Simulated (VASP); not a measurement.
Set up this calculation in VASP 6.6.1, as the native input.

```
Task                   : single point
Functional             : PBE
Potentials or basis    : VASP PAW PBE potentials, release 64 (Al, Fe)
Cutoff                 : 520 eV
k mesh                 : 4 × 4 × 4
Occupations            : gaussian, width 0.1 eV
Spin                   : collinear spin, ferromagnetic start
Starting moments       : [0.0, 0.0, 4.0, 4.0] μB
Dipole correction      : no
Further INCAR settings : ALGO = Normal; EDIFF = 1e-07; NBANDS = 23
```

The structure of AlFe lies in POSCAR:

```
AlFe
1.0
    2.3257620000     -3.1825813500      0.0000000000
    2.3257620000      3.1825813500      0.0000000000
    0.0000000000      0.0000000000      4.3245267900
Al Fe
2 2
Direct
    0.5000000000      0.5000000000      0.2500000000
    0.5000000000      0.5000000000      0.7500000000
    0.0000000000      0.5000000000      0.0000000000
    0.5000000000      0.0000000000      0.5000000000
```

One way to write it, as run:

INCAR

```
SYSTEM = AlFe
ALGO = Normal
EDIFF = 1E-7
ENCUT = 520
GGA = PE
ISIF = 2
ISMEAR = 0
ISPIN = 2
LASPH = .TRUE.
LCHARG = .TRUE.
LELF = .TRUE.
LMAXMIX = 4
LORBIT = 11
LREAL = .FALSE.
LVHAR = .TRUE.
LWAVE = .FALSE.
MAGMOM = 0 0 4 4
NBANDS = 23
NELM = 150
PREC = Accurate
SIGMA = 0.1
```

KPOINTS

```
k-points
0
G
  4 4 4
  0 0 0
```

Potentials or basis: VASP PAW PBE potentials, release 64 (Al, Fe).

Launch:

```sh
$ cat potpaw_PBE.64/Al/POTCAR potpaw_PBE.64/Fe/POTCAR > POTCAR
$ mpirun -np 1 vasp_std > vasp.out
```

Results of the run:

The pressure is 30.5 GPa. The net moment is 4.15 μB per cell. The site moments are Al -0.04; Fe +2.14 μB and the valence electrons inside the program's atomic spheres are Al 1.05; Fe 7.29.

Caveat: the k points lie up to 0.42 Å⁻¹ apart.

It took 54 s on 1 thread of Intel(R) Xeon(R) Platinum 8488C (Sapphire Rapids), with other jobs on the host, peak memory 0.21 GiB.
